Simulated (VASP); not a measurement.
# GaSe (P6_3/mmc) in VASP: notebook

Aim: see how the results for GaSe move with the level of theory and the settings. Levels: PBE, LDA. Tasks: electric field gradients.

Program: VASP 6.6.1. These are calculated values, not measurements. Logs are shortened: lines on timing, memory, paths and dates and some standing lists are left out, and cuts for length are marked.

### Step 1. The cell of the first run

Symmetry: P6_3/mmc, No. 194, hexagonal system. The conventional cell has a = 3.750 Å, b = 3.750 Å, c = 15.920 Å, α = 90.00°, β = 90.00°, γ = 120.00°. Ga (site symmetry 3m) has 3 Se at 2.49 Å within 3.3 Å. Within 3.1 Å of Se (site symmetry 3m) lie 1 Se at 2.32 Å and 3 Ga at 2.49 Å.

### Step 2. Electric field gradients, PBE

Input file INCAR:

```
PREC = Accurate
ENCUT = 400
EDIFF = 1E-8
ISMEAR = -5
SIGMA = 0.1
LREAL = False
LASPH = True
NELM = 120
ALGO = Normal
ISIF = 2
LWAVE = False
LCHARG = False
GGA = PE
LEFG = True
NBANDS = 48
GGA_COMPAT = False
```

Input file KPOINTS:

```
regular mesh
0
Gamma
  14 14 3
```

Input file POSCAR:

```
GaSe
1.0
    3.7500020507      0.0000000000      0.0000000000
   -1.8750010253      3.2475970401      0.0000000000
    0.0000000000      0.0000000000     15.9200000000
Ga Se
4 4
Direct
    0.3333333333      0.6666666667      0.9000000000
    0.6666666667      0.3333333333      0.4000000000
    0.3333333333      0.6666666667      0.6000000000
    0.6666666667      0.3333333333      0.1000000000
    0.3333333333      0.6666666667      0.1770000000
    0.6666666667      0.3333333333      0.6770000000
    0.3333333333      0.6666666667      0.3230000000
    0.6666666667      0.3333333333      0.8230000000
```

Potentials or basis: VASP PAW PBE potentials, release 64 (Ga_d, Se).

The run is started by

```console
$ cat potpaw_PBE.64/Ga_d/POTCAR potpaw_PBE.64/Se/POTCAR > POTCAR
$ mpirun -np 1 vasp_std > vasp.out
```

OUTCAR:

```text
PREC = Accurate
   ENCUT = 400
   EDIFF = 1E-8
   ISMEAR = -5
   LREAL = False
   LASPH = True
   NELM = 120
   ISIF = 2
   GGA = PE

 ion  position               nearest neighbor table
   1  0.333  0.667  0.900-   8 2.49   8 2.49   8 2.49
   2  0.667  0.333  0.400-   7 2.49   7 2.49   7 2.49
   3  0.333  0.667  0.600-   6 2.49   6 2.49   6 2.49
   4  0.667  0.333  0.100-   5 2.49   5 2.49   5 2.49
   5  0.333  0.667  0.177-   7 2.32   4 2.49   4 2.49   4 2.49
   6  0.667  0.333  0.677-   8 2.32   3 2.49   3 2.49   3 2.49
   7  0.333  0.667  0.323-   5 2.32   2 2.49   2 2.49   2 2.49
   8  0.667  0.333  0.823-   6 2.32   1 2.49   1 2.49   1 2.49

  LATTYP: Found a hexagonal cell.
 ALAT       =     3.7500020507
 C/A-ratio  =     4.2453310118

  Lattice vectors:

 A1 = (   3.7500020507,   0.0000000000,   0.0000000000)
 A2 = (  -1.8750010253,   3.2475970401,   0.0000000000)
 A3 = (   0.0000000000,   0.0000000000,  15.9200000000)

Analysis of symmetry for initial positions (statically):
=====================================================================
 Subroutine PRICEL returns:
 Original cell was already a primitive cell.

 Routine SETGRP: Setting up the symmetry group for a
 hexagonal supercell.

 Subroutine GETGRP returns: Found 24 space group operations
 (whereof 12 operations were pure point group operations)
 out of a pool of 24 trial point group operations.

The static configuration has the point symmetry D_3d.
 The point group associated with its full space group is D_6h.

Analysis of symmetry for dynamics (positions and initial velocities):
=====================================================================
 Subroutine PRICEL returns:
 Original cell was already a primitive cell.

 Routine SETGRP: Setting up the symmetry group for a
 hexagonal supercell.

 Subroutine GETGRP returns: Found 24 space group operations
 (whereof 12 operations were pure point group operations)
 out of a pool of 24 trial point group operations.

The dynamic configuration has the point symmetry D_3d.
 The point group associated with its full space group is D_6h.

 Subroutine INISYM returns: Found 24 space group operations
 (whereof 12 operations are pure point group operations),
 and found     1 'primitive' translations

----------------------------------------------------------------------------------------

                                     Primitive cell

  volume of cell :     193.8816

  direct lattice vectors                    reciprocal lattice vectors
     3.750002051  0.000000000  0.000000000     0.266666521  0.153959988  0.000000000
    -1.875001025  3.247597040  0.000000000     0.000000000  0.307919975  0.000000000
     0.000000000  0.000000000 15.920000000     0.000000000  0.000000000  0.062814070

  length of vectors
     3.750002051  3.750002051 15.920000000     0.307919975  0.307919975  0.062814070

  position of ions in fractional coordinates (direct lattice)
     0.333333333  0.666666667  0.900000000
     0.666666667  0.333333333  0.400000000
     0.333333333  0.666666667  0.600000000
     0.666666667  0.333333333  0.100000000
     0.333333333  0.666666667  0.177000000
     0.666666667  0.333333333  0.677000000
     0.333333333  0.666666667  0.323000000
     0.666666667  0.333333333  0.823000000

  ion indices of the primitive-cell ions
   primitive index   ion index
                 1           1
                 2           2
                 3           3
                 4           4
                 5           5
                 6           6
                 7           7
                 8           8

[... 73 lines left out ...]
   EDIFF  = 0.1E-07   stopping-criterion for ELM
   LREAL  =      F    real-space projection
   EDIFFG = 0.1E-06   stopping-criterion for IOM
   NSW    =      0    number of steps for IOM
   IBRION =     -1    ionic relax: 0-MD 1-quasi-New 2-CG
   NFREE  =      0    steps in history (QN), initial steepest desc. (CG)
   ISIF   =      2    stress and relaxation
   ISYM   =      2    0-nonsym 1-usesym 2-fastsym
   POTIM  = 0.5000    time-step for ionic-motion
   TEBEG  =    0.0;   TEEND  =   0.0 temperature during run
   PSTRESS=    0.0 pullay stress
   NELECT =      76.0000    total number of electrons
   NUPDOWN=      -1.0000    fix difference up-down
   EMIN   =  10.00;   EMAX   =-10.00  energy-range for DOS
   EFERMI =   0.00;   METHOD = LEGACY
   ISMEAR =    -5;   SIGMA  =   0.10  broadening in eV -4-tet -1-fermi 0-gaus
   EFERMI_NEDOS =   21; number of points for ismear=-14 and -15
   IALGO  =     38    algorithm
   IMIX   =      4    mixing-type and parameters
     AMIX     =   0.40;   BMIX     =  1.00
     AMIX_MAG =   1.60;   BMIX_MAG =  1.00
  volume/ion in A,a.u.               =      24.24       163.55
  Fermi-wavevector in a.u.,A,eV,Ry     =   1.198120  2.264119 19.531061  1.435492
  Thomas-Fermi vector in A             =   2.334018
   LORBIT       =      0    0 simple, 1 ext, 2 COOP (PROOUT), +10 PAW based schemes
   GGA     = PE    functional components
   LHFCALC =     F    Hartree Fock is set to
   AEXX    =    0.0000 exact exchange contribution
   IVDW    =     0    specifies the selected vdW correction
   LEPSILON=     F    determine dielectric tensor
   LRPA    =     F    only Hartree local field effects (RPA)
 non-spin polarized calculation
 Fermi weights with tetrahedron method with Bloechl corrections
  energy-cutoff  :      400.00
  volume of cell :      193.88
 maximum number of plane-waves:      3556
   NGX = 13   NGY = 13   NGZ = 51

 number of electron      76.0000147 magnetization

 Free energy of the ion-electron system (eV)
  ---------------------------------------------------
  ext. energy  EPLUGINS =         0.00000000
  ---------------------------------------------------
  free energy    TOTEN  =       -25.43093507 eV

  energy without entropy =      -25.43093507  energy(sigma->0) =      -25.43093507

 E-fermi :   3.9912     XC(G=0):  -9.3637

 val. band max:        4.0286356717   @ k =   0.0714   0.0714   0.0000
 cond. band min:       3.9414308746   @ k =   0.5000  -0.0000   0.0000
 fundamental gap:     -0.0872047972
 Fermi energy:         3.9912496594

 k-point     1 :       0.0000    0.0000    0.0000
  band No.  band energies     occupation
      1     -12.1602      2.00000
      2     -12.1520      2.00000
      3     -10.9374      2.00000
      4     -10.9295      2.00000
      5     -10.9254      2.00000
      6     -10.9254      2.00000
[... 1213 lines left out ...]
     47       9.5576      0.00000
     48       9.7556      0.00000

 [... further k-points ...]

------------------------ aborting loop because EDIFF is reached ----------------------------------------

  FORCE on cell =-STRESS in cart. coord.  units (eV):
  Direction    XX          YY          ZZ          XY          YZ          ZX
  --------------------------------------------------------------------------------------
  -------------------------------------------------------------------------------------
  Total        9.0186795      9.0186795     22.4537967      0.0000000      0.0000000      0.0000000
  in kB       74.5275476     74.5275476    185.5511557      0.0000000      0.0000000      0.0000000
  external PRESSURE =     111.5354170 kB  Pullay stress =       0.0000000 kB

 VOLUME and BASIS-vectors are now :
 -----------------------------------------------------------------------------
  energy-cutoff  :      400.00
  volume of cell :      193.88
      direct lattice vectors                 reciprocal lattice vectors
     3.750002051  0.000000000  0.000000000     0.266666521  0.153959988  0.000000000
    -1.875001025  3.247597040  0.000000000     0.000000000  0.307919975  0.000000000
     0.000000000  0.000000000 15.920000000     0.000000000  0.000000000  0.062814070

 POSITION                                       TOTAL-FORCE (eV/Angst)
 -----------------------------------------------------------------------------------
     -0.00000      2.16506     14.32800         0.000000     -0.000000      1.443074
      1.87500      1.08253      6.36800        -0.000000      0.000000      1.443074
     -0.00000      2.16506      9.55200         0.000000     -0.000000     -1.443074
      1.87500      1.08253      1.59200         0.000000      0.000000     -1.443074
     -0.00000      2.16506      2.81784         0.000000     -0.000000     -1.747750
      1.87500      1.08253     10.77784        -0.000000      0.000000     -1.747750
     -0.00000      2.16506      5.14216        -0.000000     -0.000000      1.747750
      1.87500      1.08253     13.10216        -0.000000      0.000000      1.747750
 -----------------------------------------------------------------------------------
    total drift:                               -0.000000      0.000000      0.000000

  FREE ENERGIE OF THE ION-ELECTRON SYSTEM (eV)
  ---------------------------------------------------
  free  energy   TOTEN  =       -25.4309350714 eV

  energy  without entropy=      -25.4309350714  energy(sigma->0) =      -25.43093507

 Electric field gradients (V/A^2)
---------------------------------------------------------------------
 ion       V_xx      V_yy      V_zz      V_xy      V_xz      V_yz
---------------------------------------------------------------------
   1      -6.095    -6.091    12.186     0.003    -0.000     0.000
   2      -6.095    -6.091    12.186     0.003     0.000    -0.000
   3      -6.095    -6.091    12.186     0.003     0.000    -0.000
   4      -6.095    -6.091    12.186     0.003    -0.000     0.000
   5    -113.454  -113.454   226.908    -0.000    -0.000     0.000
   6    -113.454  -113.454   226.908    -0.000     0.000    -0.000
   7    -113.454  -113.454   226.908    -0.000     0.000    -0.000
   8    -113.454  -113.454   226.908    -0.000    -0.000     0.000
---------------------------------------------------------------------

 Electric field gradients after diagonalization (V/A^2)
 (convention: |V_zz| > |V_xx| > |V_yy|)
----------------------------------------------------------------------
 ion       V_xx      V_yy      V_zz     asymmetry (V_yy - V_xx)/ V_zz
----------------------------------------------------------------------
   1      -6.097    -6.089    12.186       0.001
   2      -6.097    -6.089    12.186       0.001
   3      -6.097    -6.089    12.186       0.001
   4      -6.097    -6.089    12.186       0.001
   5    -113.455  -113.454   226.908       0.000
   6    -113.455  -113.454   226.908       0.000
   7    -113.455  -113.454   226.908       0.000
   8    -113.455  -113.454   226.908       0.000
----------------------------------------------------------------------

           NMR quadrupolar parameters

 Cq : quadrupolar parameter    Cq=e*Q*V_zz/h
 eta: asymmetry parameters     (V_yy - V_xx)/ V_zz
 Q  : nuclear electric quadrupole moment in mb (millibarn)
----------------------------------------------------------------------
 ion       Cq(MHz)       eta       Q (mb)
----------------------------------------------------------------------
   1       0.029       0.001       1.000
   2       0.029       0.001       1.000
   3       0.029       0.001       1.000
   4       0.029       0.001       1.000
   5       0.549       0.000       1.000
   6       0.549       0.000       1.000
   7       0.549       0.000       1.000
   8       0.549       0.000       1.000
----------------------------------------------------------------------
```

Run time: 5.6 min. Hardware: 1 thread of Intel Xeon Platinum 8488C (Sapphire Rapids), shared host; peak memory 0.39 GiB.

What came out:

```yaml
Free_energy: -25.4309 eV
Pressure: 11.2 GPa
Largest_force: 1.748 eV/Å
Band_gap_on_the_k_mesh: zero (bands 38 and 39 overlap by 0.09 eV)
Largest_electric_field_gradient_by_atom: Ga +12.2; Se +226.9 V/Å²
```

Forces in eV/Å, atoms in the order of the input:
```
Ga   0.000  0.000  1.443
Ga   0.000  0.000  1.443
Ga   0.000  0.000 -1.443
Ga   0.000  0.000 -1.443
Se   0.000  0.000 -1.748
Se   0.000  0.000 -1.748
Se   0.000  0.000  1.748
Se   0.000  0.000  1.748
```

Electric field gradients, principal values (V/Å²):
```
atom     least    middle  greatest (by size)
1 Ga    -6.089    -6.097              12.186
2 Ga    -6.089    -6.097              12.186
3 Ga    -6.089    -6.097              12.186
4 Ga    -6.089    -6.097              12.186
5 Se  -113.454  -113.455             226.908
6 Se  -113.454  -113.455             226.908
7 Se  -113.454  -113.455             226.908
8 Se  -113.454  -113.455             226.908
```

Caveat: the cell stands under pressure; without QUAD_EFG the Cq values of the log hold for a quadrupole moment of 1 mb, not for the nuclei; forces of over 1 eV/Å act on the atoms, so gaps and moduli don't describe the material at rest; tetrahedron occupations give inexact forces and stress in metals.

### Step 3. Electric field gradients, LDA

Input file INCAR:

```
  ALGO = Normal
  EDIFF = 1E-8
  ENCUT = 400
  GGA_COMPAT = False
  ISIF = 2
  ISMEAR = -1
  LASPH = True
  LCHARG = False
  LEFG = True
  LREAL = False
  LWAVE = False
  NBANDS = 48
  NELM = 120
  PREC = Accurate
  SIGMA = 0.05
```

Input file KPOINTS:

```
k-points
0
Gamma
  14 14 3
```

Input file POSCAR:

```
GaSe
1.0
    3.7500020507      0.0000000000      0.0000000000
   -1.8750010253      3.2475970401      0.0000000000
    0.0000000000      0.0000000000     15.9200000000
Ga Se
4 4
Direct
    0.3333333333      0.6666666667      0.9276668802
    0.6666666667      0.3333333333      0.4276668802
    0.3333333333      0.6666666667      0.5723331198
    0.6666666667      0.3333333333      0.0723331198
    0.3333333333      0.6666666667      0.1563792316
    0.6666666667      0.3333333333      0.6563792316
    0.3333333333      0.6666666667      0.3436207684
    0.6666666667      0.3333333333      0.8436207684
```

Potentials or basis: VASP PAW LDA potentials, release 64 (Ga_d, Se).

The run is started by

```console
$ cat potpaw_LDA.64/Ga_d/POTCAR potpaw_LDA.64/Se/POTCAR > POTCAR
$ mpirun -np 1 vasp_std > vasp.out
```

OUTCAR:

```text
EDIFF = 1E-8
   ENCUT = 400
   ISIF = 2
   ISMEAR = -1
   LASPH = True
   LREAL = False
   NELM = 120
   PREC = Accurate

 ion  position               nearest neighbor table
   1  0.333  0.667  0.928-   8 2.55   8 2.55   8 2.55
   2  0.667  0.333  0.428-   7 2.55   7 2.55   7 2.55
   3  0.333  0.667  0.572-   6 2.55   6 2.55   6 2.55
   4  0.667  0.333  0.072-   5 2.55   5 2.55   5 2.55
   5  0.333  0.667  0.156-   4 2.55   4 2.55   4 2.55
   6  0.667  0.333  0.656-   3 2.55   3 2.55   3 2.55
   7  0.333  0.667  0.344-   2 2.55   2 2.55   2 2.55
   8  0.667  0.333  0.844-   1 2.55   1 2.55   1 2.55

  LATTYP: Found a hexagonal cell.
 ALAT       =     3.7500020507
 C/A-ratio  =     4.2453310118

  Lattice vectors:

 A1 = (   3.7500020507,   0.0000000000,   0.0000000000)
 A2 = (  -1.8750010253,   3.2475970401,   0.0000000000)
 A3 = (   0.0000000000,   0.0000000000,  15.9200000000)

Analysis of symmetry for initial positions (statically):
=====================================================================
 Subroutine PRICEL returns:
 Original cell was already a primitive cell.

 Routine SETGRP: Setting up the symmetry group for a
[... 1448 lines left out ...]
  free  energy   TOTEN  =       -32.3494664726 eV

  energy  without entropy=      -32.3209010355  energy(sigma->0) =      -32.33518375

 Electric field gradients (V/A^2)
---------------------------------------------------------------------
 ion       V_xx      V_yy      V_zz      V_xy      V_xz      V_yz
---------------------------------------------------------------------
   1      -1.243    -1.239     2.482     0.003    -0.000     0.000
   2      -1.243    -1.239     2.482     0.003     0.000    -0.000
   3      -1.243    -1.239     2.482     0.003     0.000    -0.000
   4      -1.243    -1.239     2.482     0.003    -0.000     0.000
   5     -81.905   -81.905   163.810     0.000    -0.000     0.000
   6     -81.905   -81.905   163.810     0.000     0.000    -0.000
   7     -81.905   -81.905   163.810     0.000     0.000    -0.000
   8     -81.905   -81.905   163.810     0.000    -0.000     0.000
---------------------------------------------------------------------

 Electric field gradients after diagonalization (V/A^2)
 (convention: |V_zz| > |V_xx| > |V_yy|)
----------------------------------------------------------------------
 ion       V_xx      V_yy      V_zz     asymmetry (V_yy - V_xx)/ V_zz
----------------------------------------------------------------------
   1      -1.245    -1.237     2.482       0.003
   2      -1.245    -1.237     2.482       0.003
   3      -1.245    -1.237     2.482       0.003
   4      -1.245    -1.237     2.482       0.003
   5     -81.905   -81.905   163.810       0.000
   6     -81.905   -81.905   163.810       0.000
   7     -81.905   -81.905   163.810       0.000
   8     -81.905   -81.905   163.810       0.000
----------------------------------------------------------------------

           NMR quadrupolar parameters

 Cq : quadrupolar parameter    Cq=e*Q*V_zz/h
 eta: asymmetry parameters     (V_yy - V_xx)/ V_zz
 Q  : nuclear electric quadrupole moment in mb (millibarn)
----------------------------------------------------------------------
 ion       Cq(MHz)       eta       Q (mb)
----------------------------------------------------------------------
   1       0.006       0.003       1.000
   2       0.006       0.003       1.000
   3       0.006       0.003       1.000
   4       0.006       0.003       1.000
   5       0.396       0.000       1.000
   6       0.396       0.000       1.000
   7       0.396       0.000       1.000
   8       0.396       0.000       1.000
----------------------------------------------------------------------
```

Run time: 4 min. Hardware: 1 thread of Intel Xeon Platinum 8488C (Sapphire Rapids), shared host; peak memory 0.35 GiB.

What came out:

| Property | Result |
| --- | --- |
| Free energy | -32.3495 eV |
| Pressure | -3.5 GPa |
| Largest force | 0.213 eV/Å |
| Band gap on the k mesh | zero (bands 38 and 39 overlap by 1.45 eV) |
| Largest electric field gradient by atom | Ga +2.5; Se +163.8 V/Å² |

Forces on the atoms (eV/Å):
```
Ga   0.000  0.000 -0.213
Ga   0.000  0.000 -0.213
Ga   0.000  0.000  0.213
Ga   0.000  0.000  0.213
Se   0.000  0.000 -0.205
Se   0.000  0.000 -0.205
Se   0.000  0.000  0.205
Se   0.000  0.000  0.205
```

Electric field gradients, principal values (V/Å²):
| atom | least | middle | greatest (by size) |
| --- | --- | --- | --- |
| 1 Ga | -1.237 | -1.245 | 2.482 |
| 2 Ga | -1.237 | -1.245 | 2.482 |
| 3 Ga | -1.237 | -1.245 | 2.482 |
| 4 Ga | -1.237 | -1.245 | 2.482 |
| 5 Se | -81.905 | -81.905 | 163.810 |
| 6 Se | -81.905 | -81.905 | 163.810 |
| 7 Se | -81.905 | -81.905 | 163.810 |
| 8 Se | -81.905 | -81.905 | 163.810 |

Caveat: the cell stands under tension; without QUAD_EFG the Cq values of the log hold for a quadrupole moment of 1 mb, not for the nuclei.
